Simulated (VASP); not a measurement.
HfO2:

```
CELL_PARAMETERS angstrom
3.60430 0.00000 0.00000
0.00000 3.60430 0.00000
0.00000 0.00000 5.26397
ATOMIC_POSITIONS crystal
Hf 0.50000 0.50000 0.50000
Hf 0.00000 0.00000 0.00000
O 0.00000 0.50000 0.69325
O 0.50000 0.00000 0.80675
O 0.50000 0.00000 0.30675
O 0.00000 0.50000 0.19325
```

| Property | Result |
| --- | --- |
| Program | VASP 6.6.1 |
| Task | relaxation of cell and atoms |
| Functional | PBE |
| Dispersion | D3(BJ) |
| Potentials or basis | VASP PAW PBE potentials, release 64 (Hf_pv, O) |
| Cutoff | 600 eV |
| k mesh | 6 × 6 × 4 |
| Occupations | gaussian, width 0.02 eV |
| Spin | no spin polarisation |

At the start: pressure -6.7 GPa; volume 11.40 Å³/atom.

Problem. Where does the relaxation end?

Solution. Over 13 steps the energy falls by 8.3 meV/atom and the volume is 10.99 Å³/atom (-3.5 %); space group P4_2/nmc (No. 137, to 0.1 Å) before and after.

The path:
| step | energy change (eV) | largest force (eV/Å) | pressure (GPa) | volume (Å³) |
| --- | --- | --- | --- | --- |
| 1 | 0.0000 | 0.0529 | -6.72 | 68.38 |
| 2 | 0.0551 | 0.4023 | 11.54 | 63.76 |
| 3 | -0.0409 | 0.1169 | -0.12 | 66.51 |
| 4 | -0.0409 | 0.1203 | 0.01 | 66.47 |
| 5 | -0.0436 | 0.1073 | 0.04 | 66.37 |
| 6 | -0.0473 | 0.0705 | 0.17 | 66.06 |
| 7 | -0.0492 | 0.0279 | -0.14 | 66.07 |
| 8 | -0.0495 | 0.0003 | -0.35 | 66.07 |
| 9 | -0.0495 | 0.0053 | 0.29 | 65.88 |
| 10 | -0.0496 | 0.0027 | 0.02 | 65.96 |
| 11 | -0.0496 | 0.0027 | -0.02 | 65.97 |
| 12 | -0.0496 | 0.0026 | -0.02 | 65.97 |
| 13 | -0.0496 | 0.0045 | 0.01 | 65.96 |

Final structure:
```cif
data_structure
_symmetry_space_group_name_H-M 'P 1'
_symmetry_Int_Tables_number 1
_cell_length_a 3.5700
_cell_length_b 3.5700
_cell_length_c 5.1751
_cell_angle_alpha 90.000
_cell_angle_beta 90.000
_cell_angle_gamma 90.000
_cell_volume 65.96
loop_
_atom_site_label
_atom_site_type_symbol
_atom_site_fract_x
_atom_site_fract_y
_atom_site_fract_z
_atom_site_occupancy
Hf1 Hf 0.50000 0.50000 0.50000 1
Hf2 Hf 0.00000 0.00000 0.00000 1
O1 O 0.00000 0.50000 0.69921 1
O2 O 0.50000 0.00000 0.80079 1
O3 O 0.50000 0.00000 0.30079 1
O4 O 0.00000 0.50000 0.19921 1
```
